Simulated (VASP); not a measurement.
# LiF (P6_3mc) in VASP: notebook, part 2 of 2

VASP 6.6.1.

**3. Single point, PBE (c/a of the conventional cell at fixed volume 1.6936)**

Input file INCAR:

```
PREC     = Accurate       # precision mode
ENCUT    = 520            # plane-wave cutoff, eV
EDIFF    = 1E-6           # SCF threshold, eV
ISMEAR   = 0              # smearing method
SIGMA    = 0.05           # smearing width, eV
LREAL    = F              # projectors in reciprocal space
LASPH    = T              # aspherical terms in the spheres
NELM     = 100            # most SCF steps
ALGO     = Normal         # electronic algorithm
ISIF     = 2              # what is computed and relaxed
LWAVE    = F              # write WAVECAR
LCHARG   = F              # write CHGCAR
GGA      = PE             # functional
NBANDS   = 18             # bands
```

Input file KPOINTS:

```
Automatic mesh
0
Gamma
  9 9 6
```

Input file POSCAR:

```
LiF
1.0
    3.0467389106      0.0000000000      0.0000000000
   -1.5233694553      2.6385532953      0.0000000000
    0.0000000000      0.0000000000      5.1599570191
Li F
2 2
Direct
    0.3333333333      0.6666666667      0.3912714954
    0.6666666667      0.3333333333      0.8912714954
    0.3333333333      0.6666666667      0.9939266766
    0.6666666667      0.3333333333      0.4939266766
```

Potentials or basis: VASP PAW PBE potentials, release 64 (Li_sv, F).

Command:

```sh
$ cat potpaw_PBE.64/Li_sv/POTCAR potpaw_PBE.64/F/POTCAR > POTCAR
$ mpirun -np 1 vasp_std > vasp.out
```

OUTCAR:

```text
PREC = Accurate
   ENCUT = 520
   EDIFF = 1E-6
   ISMEAR = 0
   LREAL = F
   LASPH = T
   NELM = 100
   ISIF = 2
   GGA = PE

 ion  position               nearest neighbor table
   1  0.333  0.667  0.391-   4 1.84   4 1.84   4 1.84   3 2.05
   2  0.667  0.333  0.891-   3 1.84   3 1.84   3 1.84   4 2.05
   3  0.333  0.667  0.994-   2 1.84   2 1.84   2 1.84   1 2.05
   4  0.667  0.333  0.494-   1 1.84   1 1.84   1 1.84   2 2.05

  LATTYP: Found a hexagonal cell.
 ALAT       =     3.0467389106
 C/A-ratio  =     1.6936000000

  Lattice vectors:

 A1 = (   3.0467389106,   0.0000000000,   0.0000000000)
 A2 = (  -1.5233694553,   2.6385532953,   0.0000000000)
 A3 = (   0.0000000000,   0.0000000000,   5.1599570191)

Analysis of symmetry for initial positions (statically):
=====================================================================
 Subroutine PRICEL returns:
 Original cell was already a primitive cell.

 Routine SETGRP: Setting up the symmetry group for a
 hexagonal supercell.

 Subroutine GETGRP returns: Found 12 space group operations
 (whereof  6 operations were pure point group operations)
 out of a pool of 24 trial point group operations.

The static configuration has the point symmetry C_3v.
 The point group associated with its full space group is C_6v.

Analysis of symmetry for dynamics (positions and initial velocities):
=====================================================================
 Subroutine PRICEL returns:
 Original cell was already a primitive cell.

 Routine SETGRP: Setting up the symmetry group for a
 hexagonal supercell.

 Subroutine GETGRP returns: Found 12 space group operations
 (whereof  6 operations were pure point group operations)
 out of a pool of 24 trial point group operations.

The dynamic configuration has the point symmetry C_3v.
 The point group associated with its full space group is C_6v.

 Subroutine INISYM returns: Found 12 space group operations
 (whereof  6 operations are pure point group operations),
 and found     1 'primitive' translations

----------------------------------------------------------------------------------------

                                     Primitive cell

  volume of cell :      41.4808

  direct lattice vectors                    reciprocal lattice vectors
     3.046738911  0.000000000  0.000000000     0.328219788  0.189497783  0.000000000
    -1.523369455  2.638553295  0.000000000     0.000000000  0.378995566  0.000000000
     0.000000000  0.000000000  5.159957019     0.000000000  0.000000000  0.193800064

  length of vectors
     3.046738911  3.046738911  5.159957019     0.378995566  0.378995566  0.193800064

  position of ions in fractional coordinates (direct lattice)
     0.333333333  0.666666667  0.391271495
     0.666666667  0.333333333  0.891271495
     0.333333333  0.666666667  0.993926677
     0.666666667  0.333333333  0.493926677

  ion indices of the primitive-cell ions
   primitive index   ion index
[... 22 lines left out ...]

  Shift w.r.t. Gamma in fractional coordinates (k-lattice)
     0.000000000  0.000000000  0.000000000

 Subroutine IBZKPT returns following result:
 ===========================================

 Found     48 irreducible k-points:

 Following reciprocal coordinates:
            Coordinates               Weight
  0.000000  0.000000  0.000000      1.000000
  0.111111  0.000000  0.000000      6.000000
  0.222222  0.000000  0.000000      6.000000
  0.333333  0.000000  0.000000      6.000000
  0.444444  0.000000  0.000000      6.000000
  0.111111  0.111111  0.000000      6.000000
[... 16 lines left out ...]
  0.333333  0.222222  0.166667     24.000000
  0.333333  0.333333  0.166667      4.000000
 [... further k-points ...]
   k-points           NKPTS =     48   k-points in BZ     NKDIM =     48   number of bands    NBANDS=     18
   number of dos      NEDOS =    301   number of ions     NIONS =      4
   total plane-waves  NPLWV =  23040
   dimension x,y,z NGX =    24 NGY =   24 NGZ =   40
   dimension x,y,z NGXF=    48 NGYF=   48 NGZF=   80
   ions per type =               2   2
   NGX,Y,Z   is equivalent  to a cutoff of  13.10, 13.10, 12.89 a.u.
   NGXF,Y,Z  is equivalent  to a cutoff of  26.19, 26.19, 25.77 a.u.
 SYSTEM =  unknown system
   PREC   = accura    normal or accurate (medium, high low for compatibility)
   ISTART =      0    job   : 0-new  1-cont  2-samecut
   ICHARG =      2    charge: 1-file 2-atom 10-const
   ISPIN  =      1    spin polarized calculation?
   LNONCOLLINEAR =      F non collinear calculations
   LSORBIT =      F    spin-orbit coupling
   LASPH  =      T    aspherical Exc in radial PAW
   ENCUT  =  520.0 eV  38.22 Ry    6.18 a.u.   5.66  5.66  9.59*2*pi/ulx,y,z
   NELM   =    100;   NELMIN=  2; NELMDL= -5     # of ELM steps
   EDIFF  = 0.1E-05   stopping-criterion for ELM
   LREAL  =      F    real-space projection
   EDIFFG = 0.1E-04   stopping-criterion for IOM
   NSW    =      0    number of steps for IOM
   IBRION =     -1    ionic relax: 0-MD 1-quasi-New 2-CG
   NFREE  =      0    steps in history (QN), initial steepest desc. (CG)
   ISIF   =      2    stress and relaxation
   ISYM   =      2    0-nonsym 1-usesym 2-fastsym
   POTIM  = 0.5000    time-step for ionic-motion
   TEBEG  =    0.0;   TEEND  =   0.0 temperature during run
   PSTRESS=    0.0 pullay stress
   NELECT =      20.0000    total number of electrons
   NUPDOWN=      -1.0000    fix difference up-down
   EMIN   =  10.00;   EMAX   =-10.00  energy-range for DOS
   EFERMI =   0.00;   METHOD = LEGACY
   ISMEAR =     0;   SIGMA  =   0.05  broadening in eV -4-tet -1-fermi 0-gaus
   EFERMI_NEDOS =   21; number of points for ismear=-14 and -15
   IALGO  =     38    algorithm
   IMIX   =      4    mixing-type and parameters
     AMIX     =   0.40;   BMIX     =  1.00
     AMIX_MAG =   1.60;   BMIX_MAG =  1.00
  volume/ion in A,a.u.               =      10.37        69.98
  Fermi-wavevector in a.u.,A,eV,Ry     =   1.283716  2.425872 22.421420  1.647928
  Thomas-Fermi vector in A             =   2.415953
   LORBIT       =      0    0 simple, 1 ext, 2 COOP (PROOUT), +10 PAW based schemes
   GGA     = PE    functional components
   LHFCALC =     F    Hartree Fock is set to
   AEXX    =    0.0000 exact exchange contribution
   IVDW    =     0    specifies the selected vdW correction
   LEPSILON=     F    determine dielectric tensor
   LRPA    =     F    only Hartree local field effects (RPA)
 non-spin polarized calculation
 Gauss-broadening in eV      SIGMA  =   0.05
  energy-cutoff  :      520.00
  volume of cell :       41.48
 maximum number of plane-waves:      1131
 NGX is ok and might be reduce to    24

 number of electron      19.9999981 magnetization

 Free energy of the ion-electron system (eV)
  ---------------------------------------------------
  ext. energy  EPLUGINS =         0.00000000
  ---------------------------------------------------
  free energy    TOTEN  =       -19.23447842 eV

  energy without entropy =      -19.23447842  energy(sigma->0) =      -19.23447842

 E-fermi :  -2.4784     XC(G=0):  -8.6327

 val. band max:       -2.7189456081   @ k =   0.0000   0.0000   0.0000
 cond. band min:       4.8829920167   @ k =   0.0000   0.0000   0.0000
 fundamental gap:      7.6019376249
 Fermi energy:        -2.4784097093

 k-point     1 :       0.0000    0.0000    0.0000
  band No.  band energies     occupation
      1     -43.2009      2.00000
      2     -43.1768      2.00000
      3     -22.0404      2.00000
      4     -21.8554      2.00000
      5      -4.7089      2.00000
      6      -3.0235      2.00000
[... 481 lines left out ...]
      5      -4.5545      2.00000
      6      -3.8899      2.00000
[... 10 lines left out ...]
     17      15.3755      0.00000
     18      18.2068      0.00000

 [... further k-points ...]

------------------------ aborting loop because EDIFF is reached ----------------------------------------

  FORCE on cell =-STRESS in cart. coord.  units (eV):
  Direction    XX          YY          ZZ          XY          YZ          ZX
  --------------------------------------------------------------------------------------
  -------------------------------------------------------------------------------------
  Total        0.8350989      0.8350989     -1.0223839      0.0000000     -0.0000000      0.0000000
  in kB       32.2553156     32.2553156    -39.4891137      0.0000000     -0.0000000      0.0000000
  external PRESSURE =       8.3405059 kB  Pullay stress =       0.0000000 kB

 VOLUME and BASIS-vectors are now :
 -----------------------------------------------------------------------------
  energy-cutoff  :      520.00
  volume of cell :       41.48
      direct lattice vectors                 reciprocal lattice vectors
     3.046738911  0.000000000  0.000000000     0.328219788  0.189497783  0.000000000
    -1.523369455  2.638553295  0.000000000     0.000000000  0.378995566  0.000000000
     0.000000000  0.000000000  5.159957019     0.000000000  0.000000000  0.193800064

 POSITION                                       TOTAL-FORCE (eV/Angst)
 -----------------------------------------------------------------------------------
     -0.00000      1.75904      2.01894        -0.000000      0.000000     -0.267449
      1.52337      0.87952      4.59892         0.000000     -0.000000     -0.267449
     -0.00000      1.75904      5.12862         0.000000      0.000000      0.267449
      1.52337      0.87952      2.54864        -0.000000     -0.000000      0.267449
 -----------------------------------------------------------------------------------
    total drift:                                0.000001      0.000001      0.000087

  FREE ENERGIE OF THE ION-ELECTRON SYSTEM (eV)
  ---------------------------------------------------
  free  energy   TOTEN  =       -19.2344784216 eV

  energy  without entropy=      -19.2344784216  energy(sigma->0) =      -19.23447842
```

Wall time 19 s (1 thread of AMD EPYC 9R45 (Zen 5), shared host); peak memory 0.13 GiB.

What came out:

| Item | Value |
| --- | --- |
| Free energy | -19.2345 eV |
| Largest force | 0.267 eV/Å |
| Band gap on the k mesh | 7.60 eV, direct |

Forces in eV/Å, atoms in the order of the input:
```
Li   0.000  0.000 -0.267
Li   0.000  0.000 -0.267
F    0.000  0.000  0.267
F    0.000  0.000  0.267
```

Caveat: the cutoff is under 1.25 times the usual one of these potentials, so pressure, stress and relaxed cells hold a basis-set (Pulay) error.

**4. Single point, PBE (c/a of the conventional cell at fixed volume 1.4427)**

Input file INCAR:

```
SYSTEM = LiF
PREC = Accurate ; ENCUT = 520
EDIFF = 1E-6 ; ISMEAR = 0
SIGMA = 0.05 ; LREAL = .FALSE.
LASPH = .TRUE. ; NELM = 100
ALGO = Normal ; ISIF = 2
LWAVE = .FALSE. ; LCHARG = .FALSE.
GGA = PE ; NBANDS = 18
```

Input file KPOINTS:

```
Automatic mesh
0
G
  9 9 6
  0 0 0
```

Input file POSCAR:

```
LiF
1.0
    3.2140071864      0.0000000000      0.0000000000
   -1.6070035932      2.7834118714      0.0000000000
    0.0000000000      0.0000000000      4.6368481678
Li F
2 2
Direct
    0.3333333333      0.6666666667      0.4116718394
    0.6666666667      0.3333333333      0.9116718394
    0.3333333333      0.6666666667      0.9939266766
    0.6666666667      0.3333333333      0.4939266766
```

Potentials or basis: VASP PAW PBE potentials, release 64 (Li_sv, F).

Command:

```sh
$ cat potpaw_PBE.64/Li_sv/POTCAR potpaw_PBE.64/F/POTCAR > POTCAR
$ mpirun -np 1 vasp_std > vasp.out
```

OUTCAR:

```text
SYSTEM = LiF
   PREC = Accurate
   ENCUT = 520
   EDIFF = 1E-6
   ISMEAR = 0
   LREAL = .FALSE.
   LASPH = .TRUE.
   NELM = 100
   ISIF = 2
   GGA = PE

 ion  position               nearest neighbor table
   1  0.333  0.667  0.412-   4 1.89   4 1.89   4 1.89   3 1.94
   2  0.667  0.333  0.912-   3 1.89   3 1.89   3 1.89   4 1.94
   3  0.333  0.667  0.994-   2 1.89   2 1.89   2 1.89   1 1.94
   4  0.667  0.333  0.494-   1 1.89   1 1.89   1 1.89   2 1.94

  LATTYP: Found a hexagonal cell.
 ALAT       =     3.2140071864
 C/A-ratio  =     1.4427000000

  Lattice vectors:

 A1 = (   3.2140071864,   0.0000000000,   0.0000000000)
 A2 = (  -1.6070035932,   2.7834118714,   0.0000000000)
 A3 = (   0.0000000000,   0.0000000000,   4.6368481678)

Analysis of symmetry for initial positions (statically):
=====================================================================
 Subroutine PRICEL returns:
 Original cell was already a primitive cell.

 Routine SETGRP: Setting up the symmetry group for a
 hexagonal supercell.

[... 172 lines left out ...]

 E-fermi :  -2.2359     XC(G=0):  -8.6512

 val. band max:       -2.4517788013   @ k =   0.0000   0.0000   0.0000
 cond. band min:       4.9268526357   @ k =   0.0000   0.0000   0.0000
 fundamental gap:      7.3786314370
 Fermi energy:        -2.2359098212

 k-point     1 :       0.0000    0.0000    0.0000
  band No.  band energies     occupation
      1     -43.2734      2.00000
      2     -43.2343      2.00000
      3     -22.0172      2.00000
      4     -21.6898      2.00000
      5      -4.7536      2.00000
      6      -3.2438      2.00000
[... 481 lines left out ...]
      5      -4.5682      2.00000
      6      -3.7624      2.00000
[... 10 lines left out ...]
     17      15.6358      0.00000
     18      17.7864      0.00000

 [... further k-points ...]

------------------------ aborting loop because EDIFF is reached ----------------------------------------

  FORCE on cell =-STRESS in cart. coord.  units (eV):
  Direction    XX          YY          ZZ          XY          YZ          ZX
  --------------------------------------------------------------------------------------
  -------------------------------------------------------------------------------------
  Total       -0.2921809     -0.2921809     -0.1100890      0.0000000      0.0000000      0.0000000
  in kB      -11.2853532    -11.2853532     -4.2521391      0.0000000      0.0000000      0.0000000
  external PRESSURE =      -8.9409485 kB  Pullay stress =       0.0000000 kB

 VOLUME and BASIS-vectors are now :
 -----------------------------------------------------------------------------
  energy-cutoff  :      520.00
  volume of cell :       41.48
      direct lattice vectors                 reciprocal lattice vectors
     3.214007186  0.000000000  0.000000000     0.311138072  0.179635650  0.000000000
    -1.607003593  2.783411871  0.000000000     0.000000000  0.359271299  0.000000000
     0.000000000  0.000000000  4.636848168     0.000000000  0.000000000  0.215663736

 POSITION                                       TOTAL-FORCE (eV/Angst)
 -----------------------------------------------------------------------------------
     -0.00000      1.85561      1.90886        -0.000000      0.000000     -0.060686
      1.60700      0.92780      4.22728         0.000000     -0.000000     -0.060686
     -0.00000      1.85561      4.60869         0.000000      0.000000      0.060686
      1.60700      0.92780      2.29026        -0.000000     -0.000000      0.060686
 -----------------------------------------------------------------------------------
    total drift:                                0.000000      0.000001      0.002009

  FREE ENERGIE OF THE ION-ELECTRON SYSTEM (eV)
  ---------------------------------------------------
  free  energy   TOTEN  =       -19.2814324912 eV

  energy  without entropy=      -19.2814324912  energy(sigma->0) =      -19.28143249
```

Wall time 18 s (1 thread of AMD EPYC 9R45 (Zen 5), shared host); peak memory 0.13 GiB.

Results:

| Quantity | Value |
| --- | --- |
| Free energy | -19.2814 eV |
| Largest force | 0.061 eV/Å |
| Band gap on the k mesh | 7.38 eV, direct |

Forces on the atoms (eV/Å):
```
Li   0.000  0.000 -0.061
Li   0.000  0.000 -0.061
F    0.000  0.000  0.061
F    0.000  0.000  0.061
```

Caveat: the cutoff is under 1.25 times the usual one of these potentials, so pressure, stress and relaxed cells hold a basis-set (Pulay) error.

**5. Single point, PBE (c/a of the conventional cell at fixed volume 1.4427)**

Input file INCAR:

```
PREC = Accurate
ENCUT = 520
EDIFF = 1E-7
ISMEAR = 0
SIGMA = 0.05
LREAL = False
LASPH = True
NELM = 60
ALGO = Normal
ISIF = 2
LWAVE = False
LCHARG = False
GGA = PE
NBANDS = 18
```

Input file KPOINTS:

```
regular mesh
0
Gamma
  9 9 6
```

Edit POSCAR of step 4 so:

```diff
@@ -8,4 +8,4 @@
 Direct
-    0.3333333333      0.6666666667      0.4116718394
-    0.6666666667      0.3333333333      0.9116718394
+    0.3333333333      0.6666666667      0.3300704633
+    0.6666666667      0.3333333333      0.8300704633
     0.3333333333      0.6666666667      0.9939266766
```

Command:

```sh
$ cat potpaw_PBE.64/Li_sv/POTCAR potpaw_PBE.64/F/POTCAR > POTCAR
$ mpirun -np 1 vasp_std > vasp.out
```

Run time: 20 s. Hardware: 1 thread of AMD EPYC 9R45 (Zen 5), shared host; peak memory 0.13 GiB.

Results (log left out):

* Free energy: -18.6303 eV
* Largest force: 2.744 eV/Å
* Band gap on the k mesh: 7.57 eV, direct

Forces in eV/Å, atoms in the order of the input:
```
Li   0.000  0.000  2.744
Li   0.000  0.000  2.744
F    0.000  0.000 -2.744
F    0.000  0.000 -2.744
```

Levels at points of the mesh, in eV from the valence-band top:
```
           k point  band 6  band 7  band 8  band 9  band 10  band 11  band 12  band 13  band 14  band 15
(0.00, 0.00, 0.00)   -0.44   -0.44   -0.14    0.00     0.00     7.57    12.28    15.25    17.92    17.92
(0.00, 0.00, 0.50)   -0.93   -0.22   -0.22   -0.22    -0.22     9.18     9.18    18.15    18.15    18.15
```

Caveat: the cutoff is under 1.25 times the usual one of these potentials, so pressure, stress and relaxed cells hold a basis-set (Pulay) error; forces of over 1 eV/Å act on the atoms, so gaps and moduli don't describe the material at rest.

**6. Single point, PBE (c/a of the conventional cell at fixed volume 1.5932)**

Edit INCAR of step 5 so:

```diff
@@ -2,3 +2,3 @@
 ENCUT = 520
-EDIFF = 1E-7
+EDIFF = 1E-6
 ISMEAR = 0
@@ -7,3 +7,3 @@
 LASPH = True
-NELM = 60
+NELM = 100
 ALGO = Normal
```

KPOINTS is that of step 5.

Input file POSCAR:

```
LiF
1.0
    3.1094393350      0.0000000000      0.0000000000
   -1.5547196675      2.6928534557      0.0000000000
    0.0000000000      0.0000000000      4.9539587486
Li F
2 2
Direct
    0.3333333333      0.6666666667      0.3300704633
    0.6666666667      0.3333333333      0.8300704633
    0.3333333333      0.6666666667      0.9939266766
    0.6666666667      0.3333333333      0.4939266766
```

Potentials or basis: VASP PAW PBE potentials, release 64 (Li_sv, F).

Command:

```sh
$ cat potpaw_PBE.64/Li_sv/POTCAR potpaw_PBE.64/F/POTCAR > POTCAR
$ mpirun -np 1 vasp_std > vasp.out
```

Wall time 20 s (1 thread of AMD EPYC 9R45 (Zen 5), shared host); peak memory 0.14 GiB.

The run converged. Its results:

* Free energy: -19.0424 eV
* Largest force: 1.386 eV/Å
* Band gap on the k mesh: 7.55 eV, direct

Forces in eV/Å, atoms in the order of the input:
```
Li   0.000  0.000  1.386
Li   0.000  0.000  1.386
F    0.000  0.000 -1.386
F    0.000  0.000 -1.386
```

Levels at points of the mesh, in eV from the valence-band top:
```tsv
k point	band 6	band 7	band 8	band 9	band 10	band 11	band 12	band 13	band 14	band 15
(0.00, 0.00, 0.00)	-0.31	-0.30	-0.30	0.00	0.00	7.55	11.74	14.49	18.54	18.54
(0.00, 0.00, 0.50)	-1.11	-0.15	-0.15	-0.15	-0.15	9.05	9.05	17.56	17.56	18.80
```

Caveat: the cutoff is under 1.25 times the usual one of these potentials, so pressure, stress and relaxed cells hold a basis-set (Pulay) error; forces of over 1 eV/Å act on the atoms, so gaps and moduli don't describe the material at rest. A k mesh can miss the band edges.

**7. Overview**

```tsv
cell	gap on the mesh (eV)	largest force (eV/Å)
a = 3.109, b = 3.109, c = 4.954 Å, angles 90.0, 90.0, 120.0°, 4 atoms	7.55	1.39
a = 3.047, b = 3.047, c = 5.160 Å, angles 90.0, 90.0, 120.0°, 4 atoms	7.60	0.27
a = 3.214, b = 3.214, c = 4.637 Å, angles 90.0, 90.0, 120.0°, 4 atoms	7.57	2.74
```

Some of these runs hold the atoms at other places in the same cell, which the table doesn't show; runs alike in all that it shows share one row.

Alike in all rows: task single point; level PBE; potentials or basis VASP PAW PBE potentials, release 64 (Li_sv, F); no spin polarisation; k mesh 9 × 9 × 6; cutoff (eV) 520; smearing gaussian 0.05 eV.

Caveats: the cutoff is under 1.25 times the usual one of these potentials, so pressure, stress and relaxed cells hold a basis-set (Pulay) error; forces of over 1 eV/Å act on the atoms, so gaps and moduli don't describe the material at rest (some runs).

Total energies depend on the potentials used, so only differences within one code and one set of settings carry meaning.
